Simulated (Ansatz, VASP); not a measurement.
## GaH3 in VASP and in Ansatz

```xyz
12
Lattice="6.8202 0.0000 0.0000 -3.4101 5.9064 0.0000 0.0000 0.0000 3.5002" Properties=species:S:1:pos:R:3 pbc="T T T"
Ga    3.4101    0.0000    0.0000
Ga    1.7050    2.9532    0.0000
Ga   -1.7050    2.9532    0.0000
H     3.4101    0.0000    1.7501
H     0.8525    4.4298    0.0000
H     2.5576    1.4766    0.0000
H    -0.8525    4.4298    0.0000
H     4.2626    1.4766    0.0000
H     1.7050    2.9532    1.7501
H     0.0000    2.9532    0.0000
H     3.4101    2.9532    0.0000
H    -1.7050    2.9532    1.7501
```

Alike in both runs: task single point; functional PBE; k mesh 3 × 3 × 6; occupations gaussian, width 0.1 eV; no spin polarisation.

|  | VASP | Ansatz |
| --- | --- | --- |
| version | VASP 6.6.1 | Ansatz 0.2.0 |
| potentials or method | VASP PAW PBE potentials, release 64 (Ga_d, H), cutoff 520 eV | scalar-relativistic, plane waves, PAW |
| valence electrons in the cell | 48 | 48 |

|  | VASP | Ansatz | Ansatz less VASP |
| --- | --- | --- | --- |
| gap on the k mesh at the Fermi level (eV) | none | none | - |
| pressure (GPa) | 4.1 | 4.2 | +0.08 |
| traceless stress, the component that is largest in VASP (GPa) | -3.30 | -3.30 | -0.005 |
| rms of the force components (eV/Å) | 0.471 | 0.471 | -0.0002 |

Atom by atom the forces differ by 0.000 eV/Å (rms over components). A gap of «none» marks a metal or a gap that the smearing closes.
